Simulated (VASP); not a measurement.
# HgTe (I-4m2) in VASP: further runs, part 2 of 2

VASP 6.6.1.

## (3) Single point, PBE (strain +0.025 along x and y, +0.000 along z)

The input, INCAR:

```
PREC = Accurate
ENCUT = 520
EDIFF = 1E-6
ISMEAR = 0
SIGMA = 0.15
LREAL = F
LASPH = T
NELM = 100
ALGO = Normal
ISIF = 2
LWAVE = F
LCHARG = F
GGA = PE
NBANDS = 16
```

The input, KPOINTS:

```
regular mesh
0
Gamma
  16 16 16
```

The input, POSCAR:

```
HgTe
1.0
    0.0000000000      3.4079180388      3.3247980866
    3.4079180388      0.0000000000      3.3247980866
    3.4079180388      3.4079180388      0.0000000000
Hg Te
1 1
Direct
    0.0000000000      0.0000000000      0.0000000000
    0.7500000000      0.7500000000      0.7500000000
```

Potentials or basis: VASP PAW PBE potentials, release 64 (Hg, Te).

On the command line:

```console
$ cat potpaw_PBE.64/Hg/POTCAR potpaw_PBE.64/Te/POTCAR > POTCAR
$ mpirun -np 1 vasp_std > vasp.out
```

OUTCAR:

```text
PREC = Accurate
   ENCUT = 520
   EDIFF = 1E-6
   ISMEAR = 0
   LREAL = F
   LASPH = T
   NELM = 100
   ISIF = 2
   GGA = PE

 ion  position               nearest neighbor table
   1  0.000  0.000  0.000-   2 2.93   2 2.93   2 2.93   2 2.93
   2  0.750  0.750  0.750-   1 2.93   1 2.93   1 2.93   1 2.93

  LATTYP: Found a body centered tetragonal cell.
 ALAT       =     4.8195239099
 C/A-ratio  =     1.3797205486

  Lattice vectors:

[... 640 lines left out ...]

 [... further k-points ...]

------------------------ aborting loop because EDIFF is reached ----------------------------------------

  FORCE on cell =-STRESS in cart. coord.  units (eV):
  Direction    XX          YY          ZZ          XY          YZ          ZX
  --------------------------------------------------------------------------------------
  -------------------------------------------------------------------------------------
  Total       -0.7558255     -0.7558255     -0.5764131      0.0000000      0.0000000      0.0000000
  in kB      -15.6804510    -15.6804510    -11.9583388      0.0000000      0.0000000      0.0000000
  external PRESSURE =     -14.4397470 kB  Pullay stress =       0.0000000 kB

 VOLUME and BASIS-vectors are now :
 -----------------------------------------------------------------------------
  energy-cutoff  :      520.00
  volume of cell :       77.23
      direct lattice vectors                 reciprocal lattice vectors
     0.000000000  3.407918039  3.324798087    -0.146717144  0.146717144  0.150385072
     3.407918039  0.000000000  3.324798087     0.146717144 -0.146717144  0.150385072
     3.407918039  3.407918039  0.000000000     0.146717144  0.146717144 -0.150385072

 POSITION                                       TOTAL-FORCE (eV/Angst)
 -----------------------------------------------------------------------------------
      0.00000      0.00000      0.00000         0.000000      0.000000     -0.000000
      5.11188      5.11188      4.98720        -0.000000     -0.000000      0.000000
 -----------------------------------------------------------------------------------
    total drift:                                0.000000      0.000000      0.000000

  FREE ENERGIE OF THE ION-ELECTRON SYSTEM (eV)
  ---------------------------------------------------
  free  energy   TOTEN  =        -3.6343771174 eV

  energy  without entropy=       -3.6339083278  energy(sigma->0) =       -3.63414272
```

OSZICAR:

```text
N       E                     dE             d eps       ncg     rms          rms(c)
DAV:   1     0.103417866571E+03    0.10342E+03   -0.78108E+03 11200   0.955E+02
DAV:   2     0.146981850942E-01   -0.10340E+03   -0.96647E+02 12952   0.222E+02
DAV:   3    -0.379265632572E+01   -0.38074E+01   -0.37974E+01 13896   0.441E+01
DAV:   4    -0.383062564722E+01   -0.37969E-01   -0.37967E-01 16632   0.392E+00
DAV:   5    -0.383076474130E+01   -0.13909E-03   -0.13909E-03 14760   0.210E-01    0.569E+00
DAV:   6    -0.363961408985E+01    0.19115E+00   -0.37866E-01 13408   0.753E+00    0.471E+00
DAV:   7    -0.363458171809E+01    0.50324E-02   -0.78035E-02 13224   0.181E+00    0.194E+00
DAV:   8    -0.363429431876E+01    0.28740E-03   -0.71583E-03 13016   0.923E-01    0.413E-01
DAV:   9    -0.363433344454E+01   -0.39126E-04   -0.68661E-04 14648   0.273E-01    0.732E-02
DAV:  10    -0.363436395158E+01   -0.30507E-04   -0.83431E-05 13888   0.776E-02    0.416E-02
DAV:  11    -0.363437718404E+01   -0.13232E-04   -0.20189E-05 14200   0.282E-02    0.139E-02
DAV:  12    -0.363437711742E+01    0.66625E-07   -0.25489E-06 13152   0.938E-03
   1 F= -.36343771E+01 E0= -.36341427E+01  d E =-.468790E-03
```

stdout:

```text
POSCAR found type information on POSCAR HgTe
 POSCAR found :  2 types and       2 ions
 scaLAPACK will be used
 LDA part: xc-table for (Slater+PW92), standard interpolation
 POSCAR, INCAR and KPOINTS ok, starting setup
 FFT: planning ... GRIDC
 FFT: planning ... GRID_SOFT
 FFT: planning ... GRID
 WAVECAR not read
 entering main loop
```

It took 4.7 min on 1 thread of AMD EPYC 7R13 (Zen 3), shared host; peak memory 0.52 GiB.

What came out:

```yaml
Free_energy: -3.6344 eV
Pressure: -1.4 GPa
```

Stress tensor (GPa, compression positive):
```
-1.57  0.00  0.00
 0.00 -1.57  0.00
 0.00  0.00 -1.20
```

Caveat: the cell differs from its parent crystal (strain +0.025 along x and y, +0.000 along z).
